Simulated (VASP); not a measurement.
Here is a VASP 6.6.1 calculation.

INCAR

```
SYSTEM = TiAl
ALGO = Normal
EDIFF = 1E-6
ENCUT = 520
GGA = RE
ISIF = 2
ISMEAR = -1
LASPH = .True.
LCHARG = .True.
LELF = .True.
LREAL = .False.
LVHAR = .True.
LWAVE = .False.
NBANDS = 14
NELM = 80
PREC = Accurate
SIGMA = 0.05
```

KPOINTS

```
k-points
0
Gamma
  8 8 8
  0 0 0
```

Contents of POSCAR:

```
TiAl
1.0
    3.2065884548      0.0000000000      0.0000000000
    0.0000000000      3.2065884548      0.0000000000
    0.0000000000      0.0000000000      3.2065884548
Ti Al
1 1
Direct
    0.0000000000      0.0000000000      0.0000000000
    0.5000000000      0.5000000000      0.5000000000
```

Potentials or basis: VASP PAW PBE potentials, release 64 (Ti_sv, Al).

Command:

```sh
$ cat potpaw_PBE.64/Ti_sv/POTCAR potpaw_PBE.64/Al/POTCAR > POTCAR
$ mpirun -np 1 vasp_std > vasp.out
```

(1) What does it give for the pressure?

Answers

(1) -0.2 GPa.

Caveat: the PAW data sets were made with another functional, which shifts forces and pressure a little.
